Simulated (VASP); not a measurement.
Here is a VASP 6.6.1 calculation.

File INCAR:

```
SYSTEM = Si4BW
ALGO = Normal
EDIFF = 1E-7
EDIFFG = -0.01
ENCUT = 600
GGA = PE
IBRION = 2
ISIF = 3
ISMEAR = 0
LASPH = .True.
LCHARG = .False.
LREAL = .False.
LWAVE = .False.
NELM = 60
NSW = 100
PREC = Accurate
SIGMA = 0.1
```

File KPOINTS:

```
k-points
0
Gamma
  12 12 8
  0 0 0
```

File POSCAR:

```
Si4BW
1.0
    4.4517987336      0.0000000000      0.0000000000
   -2.2258993668      3.8553707958      0.0000000000
    0.0000000000      0.0000000000      4.6789509970
Si B W
4 1 1
Direct
    0.3333333333      0.6666666667      0.2491444975
    0.3333333333      0.6666666667      0.7508555025
    0.6666666667      0.3333333333      0.7508555025
    0.6666666667      0.3333333333      0.2491444975
    0.0000000000      0.0000000000      0.5000000000
    0.0000000000      0.0000000000      0.0000000000
```

Potentials or basis: VASP PAW PBE potentials, release 64 (Si, B, W_sv).

Run with:

```bash
$ cat potpaw_PBE.64/Si/POTCAR potpaw_PBE.64/B/POTCAR potpaw_PBE.64/W_sv/POTCAR > POTCAR
$ mpirun -np 1 vasp_std > vasp.out
```

(1) What does it give for the relaxed cell?

(2) What does it give for the relaxed volume?

Results:

(1) a = 4.404 Å, b = 4.404 Å, c = 4.740 Å, α = 90.00°, β = 90.00°, γ = 120.00°.

(2) 13.27 Å³/atom.
